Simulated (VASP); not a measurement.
Set up this calculation in VASP 6.6.1, as the native input.

* Task: relaxation of cell and atoms
* Functional: PBE
* Potentials or basis: VASP PAW PBE potentials, release 64 (Ir)
* Cutoff: 600 eV
* k mesh: 18 × 18 × 18
* Occupations: gaussian, width 0.1 eV
* Spin: no spin polarisation
* Dipole correction: no
* Further INCAR settings: ALGO = Normal; EDIFF = 1e-06; IBRION = 2; EDIFFG = -0.005; NSW = 100; ISIF = 3

The structure of Ir lies in POSCAR:

```
Ir
1.0
    0.0000000000      1.9380596429      1.9380596429
    1.9380596429      0.0000000000      1.9380596429
    1.9380596429      1.9380596429      0.0000000000
Ir
1
Direct
    0.0000000000      0.0000000000      0.0000000000
```

The input as run:

INCAR

```
SYSTEM = Ir
PREC = Accurate
ENCUT = 600
EDIFF = 1E-6
ISMEAR = 0
SIGMA = 0.1
LREAL = .FALSE.
LASPH = .TRUE.
NELM = 80
ALGO = Normal
ISIF = 3
LWAVE = .FALSE.
LCHARG = .FALSE.
GGA = PE
IBRION = 2
NSW = 100
EDIFFG = -0.005
```

KPOINTS

```
Automatic mesh
0
G
  18 18 18
  0 0 0
```

Potentials or basis: VASP PAW PBE potentials, release 64 (Ir).

Launch:

```sh
$ cat potpaw_PBE.64/Ir/POTCAR > POTCAR
$ mpirun -np 1 vasp_std > vasp.out
```

Results of the run:

```
Relaxed volume                         : 14.52 Å³/atom
Relaxed cell                           : a = 2.738 Å, b = 2.738 Å, c = 2.738 Å, α = 60.00°, β = 60.00°, γ = 60.00°
Space group after relaxing (to 0.05 Å) : Fm-3m (No. 225)
Energy gained by relaxing              : 0.1 meV/atom
Ionic steps                            : 3
Pressure after relaxing                : 0.0 GPa
```

Run time: 32 s on 1 thread of Intel(R) Xeon(R) Platinum 8259CL CPU @ 2.50GHz (Skylake/Cascade Lake) (shared host), peak memory 0.17 GiB.
